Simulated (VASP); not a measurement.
Wanted: the native input for a VASP 6.6.1 run.

```
Task                   : electric field gradients
Functional             : PBE
Potentials or basis    : VASP PAW PBE potentials, release 64 (Cu, O)
Cutoff                 : 520 eV
k mesh                 : 12 × 12 × 12
Occupations            : fermi-dirac, width 0.08 eV
Spin                   : no spin polarisation
Dipole correction      : no
Further INCAR settings : ALGO = Normal; EDIFF = 1e-08; NBANDS = 16
```

The structure of CuO (CsCl type) lies in POSCAR:

```
CuO
1.0
    2.6368332336      0.0000000000      0.0000000000
    0.0000000000      2.6368332336      0.0000000000
    0.0000000000      0.0000000000      2.6368332336
Cu O
1 1
Direct
    0.0758485586      0.0000000000      0.0000000000
    0.5000000000      0.5000000000      0.5000000000
```

This cell differs from its parent crystal: 0.0, 0.0] A.

One way to write it, as run:

INCAR

```
PREC     = Accurate       # precision mode
ENCUT    = 520            # plane-wave cutoff, eV
EDIFF    = 1E-8           # SCF threshold, eV
ISMEAR   = -1             # smearing method
SIGMA    = 0.08           # smearing width, eV
LREAL    = False          # projectors in reciprocal space
LASPH    = True           # aspherical terms in the spheres
NELM     = 100            # most SCF steps
ALGO     = Normal         # electronic algorithm
ISIF     = 2              # what is computed and relaxed
LWAVE    = False          # write WAVECAR
LCHARG   = False          # write CHGCAR
GGA      = PE             # functional
LEFG     = True         
NBANDS   = 16             # bands
```

KPOINTS

```
regular mesh
0
Gamma
  12 12 12
```

Potentials or basis: VASP PAW PBE potentials, release 64 (Cu, O).

The run is started by

```bash
$ cat potpaw_PBE.64/Cu/POTCAR potpaw_PBE.64/O/POTCAR > POTCAR
$ mpirun -np 1 vasp_std > vasp.out
```

Results of the run:

```json
{"Pressure": "2.7 GPa", "Largest force": "0.016 eV/Å", "Band gap on the k mesh": "zero (an odd number of electrons rules out a gap without spin polarisation)", "Largest electric field gradient by atom": "Cu -15.3; O -13.5 V/Å²"}
```

Caveat: the cell differs from its parent crystal (0.0, 0.0] A); without QUAD_EFG the Cq values of the log hold for a quadrupole moment of 1 mb, not for the nuclei; an odd number of electrons without spin polarisation forces a metal; a magnetic or distorted state may lie lower; semilocal functionals often make such compounds metallic where correlation or magnetic order opens a gap, which also shifts bond lengths.

It took 22 s on 1 thread of Intel(R) Xeon(R) 6975P-C (Granite Rapids), on a shared host, peak memory 0.16 GiB.
